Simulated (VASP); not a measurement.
Write the native input for VASP 6.6.1 that does the following.

- Task: single point
- Functional: PBE
- Potentials or basis: VASP PAW PBE potentials, release 64 (Mg, Cd, Se)
- Cutoff: 520 eV
- k mesh: 4 × 4 × 4
- Occupations: gaussian, width 0.1 eV
- Spin: no spin polarisation
- Dipole correction: no
- Further INCAR settings: ALGO = Normal; EDIFF = 1e-07; NBANDS = 41

The structure of MgCd3Se4 lies in POSCAR:

```
MgCd3Se4
1.0
    6.1509908770      0.0000000000      0.0000000000
    0.0000000000      6.1509908770      0.0000000000
    0.0000000000      0.0000000000      6.1509908770
Mg Cd Se
1 3 4
Direct
    0.5000000000      0.5000000000      0.5000000000
    0.0000000000      0.0000000000      0.5000000000
    0.0000000000      0.5000000000      0.0000000000
    0.5000000000      0.0000000000      0.0000000000
    0.7448777430      0.7448777430      0.7448777430
    0.7448777430      0.2551222570      0.2551222570
    0.2551222570      0.7448777430      0.2551222570
    0.2551222570      0.2551222570      0.7448777430
```

One way to write it, as run:

INCAR

```
SYSTEM = MgCd3Se4
ALGO = Normal
EDIFF = 1E-7
ENCUT = 520
GGA = PE
ISIF = 2
ISMEAR = 0
LASPH = .TRUE.
LCHARG = .FALSE.
LREAL = .FALSE.
LWAVE = .FALSE.
NBANDS = 41
NELM = 100
PREC = Accurate
SIGMA = 0.1
```

KPOINTS

```
k-points
0
G
  4 4 4
  0 0 0
```

Potentials or basis: VASP PAW PBE potentials, release 64 (Mg, Cd, Se).

The run is started by

```console
$ cat potpaw_PBE.64/Mg/POTCAR potpaw_PBE.64/Cd/POTCAR potpaw_PBE.64/Se/POTCAR > POTCAR
$ mpirun -np 1 vasp_std > vasp.out
```

Results of the run:

```
Pressure               : 0.0 GPa
Largest force          : 0.046 eV/Å
Band gap on the k mesh : 0.97 eV
```

Wall time 79 s on 1 thread of Intel(R) Xeon(R) Platinum 8488C (Sapphire Rapids) (shared host), peak memory 0.36 GiB.
